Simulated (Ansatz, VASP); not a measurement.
**Two plane-wave programs on Bi2Te3**

```
CELL_PARAMETERS angstrom
2.18999 1.26439 10.11181
-2.18999 1.26439 10.11181
0.00000 -2.52879 10.11181
ATOMIC_POSITIONS crystal
Bi 0.60019 0.60019 0.60019
Bi 0.39981 0.39981 0.39981
Te 0.78996 0.78996 0.78996
Te 0.00000 0.00000 0.00000
Te 0.21004 0.21004 0.21004
```

Alike in both runs: functional PBEsol; k mesh 12 × 12 × 12; occupations gaussian, width 0.02 eV; no spin polarisation.

Ansatz relaxed the structure, and its values are those at the end. VASP's run is a single point on that final structure, the one shown.

|  | VASP | Ansatz |
| --- | --- | --- |
| version | VASP 6.6.1 | Ansatz 0.2.0 |
| potentials or method | VASP PAW PBE potentials, release 64 (Bi_d, Te), cutoff 520 eV | scalar-relativistic, plane waves, PAW |
| valence electrons in the cell | 48 | 78 |

Ansatz gave:

| Item | Value |
| --- | --- |
| gap on the k mesh at the Fermi level (eV) | 0.22 |
| least direct gap on the mesh (eV) | 0.22 |
| pressure (GPa) | 0.0 |
| rms of the force components (eV/Å) | 0.000 |

Q: Which values does VASP return?

A: gap on the k mesh at the Fermi level (eV): 0.21; least direct gap on the mesh (eV): 0.21; pressure (GPa): 0.0; rms of the force components (eV/Å): 0.008.

VASP's potentials were made for PBE, not for PBEsol. VASP's potentials hold 48 valence electrons a cell and Ansatz's 78, so a difference there can come from the potentials and not from the codes.

Neither program's run includes spin-orbit coupling.
